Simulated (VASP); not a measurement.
# Si (Fd-3m) in VASP: single point with PBEsol

Aim: the single point of Si with PBEsol.

Program: VASP 6.6.1. These are calculated values, not measurements. Logs are shortened: lines on timing, memory, paths and dates and some standing lists are left out, and cuts for length are marked.

## (1) The cell of the first run

Symmetry: Fd-3m, No. 227, cubic system. Conventional cell: a = 5.433 Å, b = 5.433 Å, c = 5.433 Å, α = 90.00°, β = 90.00°, γ = 90.00°. Within 3.1 Å of Si (site symmetry -43m) lie 4 Si at 2.35 Å.

## (2) Single point, PBEsol

The input, INCAR:

```
PREC = Accurate
ENCUT = 500
EDIFF = 1E-6
ISMEAR = 0
SIGMA = 0.01
LREAL = F
LASPH = T
NELM = 120
ALGO = Normal
ISIF = 2
LWAVE = F
LCHARG = T
GGA = PS
LELF = T
LVHAR = T
NBANDS = 11
GGA_COMPAT = F
```

The input, KPOINTS:

```
Automatic mesh
0
Gamma
  4 4 4
```

The input, POSCAR:

```
Si
1.0
    0.0000000000      2.7167281733      2.7167281733
    2.7167281733      0.0000000000      2.7167281733
    2.7167281733      2.7167281733      0.0000000000
Si
2
Direct
    0.0000000000      0.0000000000      0.0000000000
    0.2500000000      0.2500000000      0.2500000000
```

Potentials or basis: VASP PAW PBE potentials, release 64 (Si).

Command:

```bash
> cat potpaw_PBE.64/Si/POTCAR > POTCAR
> mpirun -np 1 vasp_std > vasp.out
```

OUTCAR:

```text
PREC = Accurate
   ENCUT = 500
   EDIFF = 1E-6
   ISMEAR = 0
   LREAL = F
   LASPH = T
   NELM = 120
   ISIF = 2
   GGA = PS

 ion  position               nearest neighbor table
   1  0.000  0.000  0.000-   2 2.35   2 2.35   2 2.35   2 2.35
   2  0.250  0.250  0.250-   1 2.35   1 2.35   1 2.35   1 2.35

  LATTYP: Found a face centered cubic cell.
 ALAT       =     5.4334563466

  Lattice vectors:

 A1 = (   0.0000000000,   2.7167281733,   2.7167281733)
 A2 = (   2.7167281733,   0.0000000000,   2.7167281733)
 A3 = (   2.7167281733,   2.7167281733,   0.0000000000)

Analysis of symmetry for initial positions (statically):
=====================================================================
 Subroutine PRICEL returns:
 Original cell was already a primitive cell.

 Routine SETGRP: Setting up the symmetry group for a
 face centered cubic supercell.

 Subroutine GETGRP returns: Found 48 space group operations
 (whereof 24 operations were pure point group operations)
 out of a pool of 48 trial point group operations.

The static configuration has the point symmetry T_d .
 The point group associated with its full space group is O_h .

Analysis of symmetry for dynamics (positions and initial velocities):
=====================================================================
 Subroutine PRICEL returns:
 Original cell was already a primitive cell.

 Routine SETGRP: Setting up the symmetry group for a
 face centered cubic supercell.

 Subroutine GETGRP returns: Found 48 space group operations
 (whereof 24 operations were pure point group operations)
 out of a pool of 48 trial point group operations.

The dynamic configuration has the point symmetry T_d .
 The point group associated with its full space group is O_h .

 Subroutine INISYM returns: Found 48 space group operations
 (whereof 24 operations are pure point group operations),
 and found     1 'primitive' translations

----------------------------------------------------------------------------------------

                                     Primitive cell

  volume of cell :      40.1022

  direct lattice vectors                    reciprocal lattice vectors
     0.000000000  2.716728173  2.716728173    -0.184044913  0.184044913  0.184044913
     2.716728173  0.000000000  2.716728173     0.184044913 -0.184044913  0.184044913
     2.716728173  2.716728173  0.000000000     0.184044913  0.184044913 -0.184044913

  length of vectors
     3.842033828  3.842033828  3.842033828     0.318775140  0.318775140  0.318775140

  position of ions in fractional coordinates (direct lattice)
     0.000000000  0.000000000  0.000000000
     0.250000000  0.250000000  0.250000000

  ion indices of the primitive-cell ions
   primitive index   ion index
                 1           1
                 2           2

----------------------------------------------------------------------------------------

 KPOINTS: Automatic mesh

Automatic generation of k-mesh.
 Grid dimensions read from file:
 generate k-points for:    4    4    4

 Generating k-lattice:

  Cartesian coordinates                     Fractional coordinates (reciprocal lattice)
    -0.046011228  0.046011228  0.046011228     0.250000000  0.000000000  0.000000000
     0.046011228 -0.046011228  0.046011228     0.000000000  0.250000000  0.000000000
     0.046011228  0.046011228 -0.046011228     0.000000000  0.000000000  0.250000000

  Length of vectors
     0.079693785  0.079693785  0.079693785

  Shift w.r.t. Gamma in fractional coordinates (k-lattice)
     0.000000000  0.000000000  0.000000000

 Subroutine IBZKPT returns following result:
 ===========================================

 Found      8 irreducible k-points:

 Following reciprocal coordinates:
            Coordinates               Weight
  0.000000  0.000000  0.000000      1.000000
  0.250000  0.000000  0.000000      8.000000
  0.500000  0.000000  0.000000      4.000000
  0.250000  0.250000  0.000000      6.000000
  0.500000  0.250000  0.000000     24.000000
 -0.250000  0.250000  0.000000     12.000000
  0.500000  0.500000  0.000000      3.000000
 -0.250000  0.500000  0.250000      6.000000
   k-points           NKPTS =      8   k-points in BZ     NKDIM =      8   number of bands    NBANDS=     11
   number of dos      NEDOS =    301   number of ions     NIONS =      2
   total plane-waves  NPLWV =  21952
   dimension x,y,z NGX =    28 NGY =   28 NGZ =   28
   dimension x,y,z NGXF=    56 NGYF=   56 NGZF=   56
   ions per type =               2
   NGX,Y,Z   is equivalent  to a cutoff of  12.12, 12.12, 12.12 a.u.
   NGXF,Y,Z  is equivalent  to a cutoff of  24.23, 24.23, 24.23 a.u.
 SYSTEM =  unknown system
   PREC   = accura    normal or accurate (medium, high low for compatibility)
   ISTART =      0    job   : 0-new  1-cont  2-samecut
   ICHARG =      2    charge: 1-file 2-atom 10-const
   ISPIN  =      1    spin polarized calculation?
   LNONCOLLINEAR =      F non collinear calculations
   LSORBIT =      F    spin-orbit coupling
   LASPH  =      T    aspherical Exc in radial PAW
   ENCUT  =  500.0 eV  36.75 Ry    6.06 a.u.   7.00  7.00  7.00*2*pi/ulx,y,z
   NELM   =    120;   NELMIN=  2; NELMDL= -5     # of ELM steps
   EDIFF  = 0.1E-05   stopping-criterion for ELM
   LREAL  =      F    real-space projection
[... 7 lines left out ...]
   TEBEG  =    0.0;   TEEND  =   0.0 temperature during run
   PSTRESS=    0.0 pullay stress
   NELECT =       8.0000    total number of electrons
   NUPDOWN=      -1.0000    fix difference up-down
   EMIN   =  10.00;   EMAX   =-10.00  energy-range for DOS
   EFERMI =   0.00;   METHOD = LEGACY
   ISMEAR =     0;   SIGMA  =   0.01  broadening in eV -4-tet -1-fermi 0-gaus
   EFERMI_NEDOS =   21; number of points for ismear=-14 and -15
   IALGO  =     38    algorithm
   IMIX   =      4    mixing-type and parameters
     AMIX     =   0.40;   BMIX     =  1.00
     AMIX_MAG =   1.60;   BMIX_MAG =  1.00
  volume/ion in A,a.u.               =      20.05       135.31
  Fermi-wavevector in a.u.,A,eV,Ry     =   0.956567  1.807649 12.449604  0.915020
  Thomas-Fermi vector in A             =   2.085507
   LORBIT       =      0    0 simple, 1 ext, 2 COOP (PROOUT), +10 PAW based schemes
   GGA     = PS    functional components
   LHFCALC =     F    Hartree Fock is set to
   AEXX    =    0.0000 exact exchange contribution
   IVDW    =     0    specifies the selected vdW correction
   LEPSILON=     F    determine dielectric tensor
   LRPA    =     F    only Hartree local field effects (RPA)
 non-spin polarized calculation
 Gauss-broadening in eV      SIGMA  =   0.01
  energy-cutoff  :      500.00
  volume of cell :       40.10
 maximum number of plane-waves:      1036
   NGX = 13   NGY = 13   NGZ = 13

 number of electron       8.0000001 magnetization

 Free energy of the ion-electron system (eV)
  ---------------------------------------------------
  ext. energy  EPLUGINS =         0.00000000
  ---------------------------------------------------
  free energy    TOTEN  =       -11.29556757 eV

  energy without entropy =      -11.29556757  energy(sigma->0) =      -11.29556757

 E-fermi :   5.8713     XC(G=0):  -9.5262

 val. band max:        5.8207421716   @ k =   0.0000   0.0000   0.0000
 cond. band min:       6.3878193762   @ k =   0.5000   0.5000   0.0000
 fundamental gap:      0.5670772046
 Fermi energy:         5.8712540452

 k-point     1 :       0.0000    0.0000    0.0000
  band No.  band energies     occupation
      1      -6.1703      2.00000
      2       5.8207      2.00000
      3       5.8207      2.00000
      4       5.8207      2.00000
      5       8.3163      0.00000
      6       8.3163      0.00000
      7       8.3163      0.00000
      8       9.1276      0.00000
      9      13.4845      0.00000
     10      13.4845      0.00000
     11      13.5076      0.00000

 k-point     2 :       0.2500    0.0000    0.0000
  band No.  band energies     occupation
      1      -5.3674      2.00000
      2       1.8627      2.00000
      3       5.0522      2.00000
      4       5.0522      2.00000
      5       7.7641      0.00000
      6       9.2579      0.00000
      7       9.2579      0.00000
      8      12.6522      0.00000
      9      12.9259      0.00000
     10      12.9259      0.00000
     11      14.5750      0.00000

 k-point     3 :       0.5000    0.0000    0.0000
  band No.  band energies     occupation
      1      -3.8201      2.00000
      2      -1.2011      2.00000
      3       4.6137      2.00000
      4       4.6137      2.00000
      5       7.2695      0.00000
      6       9.0695      0.00000
      7       9.0695      0.00000
      8      13.3044      0.00000
      9      16.3094      0.00000
     10      16.3094      0.00000
     11      17.0384      0.00000

 k-point     4 :       0.2500    0.2500    0.0000
  band No.  band energies     occupation
      1      -5.0846      2.00000
      2       2.2994      2.00000
      3       3.9058      2.00000
      4       3.9058      2.00000
      5       6.8335      0.00000
      6       8.8204      0.00000
      7      11.5280      0.00000
      8      11.5280      0.00000
      9      13.8189      0.00000
     10      14.6928      0.00000
     11      17.0313      0.00000

 k-point     5 :       0.5000    0.2500    0.0000
  band No.  band energies     occupation
      1      -3.4378      2.00000
      2      -0.5838      2.00000
      3       2.2322      2.00000
      4       3.5915      2.00000
      5       7.2125      0.00000
      6      10.1590      0.00000
      7      11.4978      0.00000
      8      11.6666      0.00000
      9      15.9119      0.00000
     10      16.2868      0.00000
     11      17.9180      0.00000

 k-point     6 :      -0.2500    0.2500    0.0000
  band No.  band energies     occupation
      1      -4.1165      2.00000
      2       0.3246      2.00000
      3       2.0050      2.00000
      4       4.4796      2.00000
      5       8.1638      0.00000
      6      10.5417      0.00000
      7      10.8690      0.00000
      8      11.8650      0.00000
      9      12.1680      0.00000
     10      15.3542      0.00000
     11      18.2687      0.00000

 k-point     7 :       0.5000    0.5000    0.0000
  band No.  band energies     occupation
      1      -2.0105      2.00000
      2      -2.0105      2.00000
      3       2.9390      2.00000
      4       2.9390      2.00000
      5       6.3878      0.00000
      6       6.3878      0.00000
      7      15.8609      0.00000
      8      15.8609      0.00000
      9      16.7407      0.00000
     10      16.7407      0.00000
     11      18.2861      0.00000

 k-point     8 :      -0.2500    0.5000    0.2500
  band No.  band energies     occupation
      1      -1.8397      2.00000
      2      -1.8397      2.00000
      3       1.9016      2.00000
      4       1.9016      2.00000
      5       9.9764      0.00000
      6       9.9764      0.00000
      7      10.7428      0.00000
      8      10.7428      0.00000
      9      16.3380      0.00000
     10      16.3380      0.00000
     11      18.7820      0.00000

------------------------ aborting loop because EDIFF is reached ----------------------------------------

  FORCE on cell =-STRESS in cart. coord.  units (eV):
  Direction    XX          YY          ZZ          XY          YZ          ZX
  --------------------------------------------------------------------------------------
  -------------------------------------------------------------------------------------
  Total        0.1918783      0.1918783      0.1918783     -0.0000000      0.0000000      0.0000000
  in kB        7.6659827      7.6659827      7.6659827     -0.0000000      0.0000000      0.0000000
  external PRESSURE =       7.6659827 kB  Pullay stress =       0.0000000 kB

 VOLUME and BASIS-vectors are now :
 -----------------------------------------------------------------------------
  energy-cutoff  :      500.00
  volume of cell :       40.10
      direct lattice vectors                 reciprocal lattice vectors
     0.000000000  2.716728173  2.716728173    -0.184044913  0.184044913  0.184044913
     2.716728173  0.000000000  2.716728173     0.184044913 -0.184044913  0.184044913
     2.716728173  2.716728173  0.000000000     0.184044913  0.184044913 -0.184044913

 POSITION                                       TOTAL-FORCE (eV/Angst)
 -----------------------------------------------------------------------------------
      0.00000      0.00000      0.00000        -0.000000     -0.000000     -0.000000
      1.35836      1.35836      1.35836         0.000000      0.000000      0.000000
 -----------------------------------------------------------------------------------
    total drift:                                0.000000      0.000000     -0.000000

  FREE ENERGIE OF THE ION-ELECTRON SYSTEM (eV)
  ---------------------------------------------------
  free  energy   TOTEN  =       -11.2955675672 eV

  energy  without entropy=      -11.2955675672  energy(sigma->0) =      -11.29556757
```

It took 5.3 s on 1 thread of Intel Xeon Platinum 8375C at 2.90GHz (Ice Lake), shared host; peak memory 0.14 GiB.

What came out:

- Free energy: -11.2956 eV
- Pressure: 0.8 GPa
- Band gap on the k mesh: 0.57 eV, indirect (least direct gap 2.50 eV)

Caveat: the k points lie up to 0.50 Å⁻¹ apart; the PAW data sets were made with another functional, which shifts forces and pressure a little. As with any semilocal functional, this PBEsol gap is likely too small.
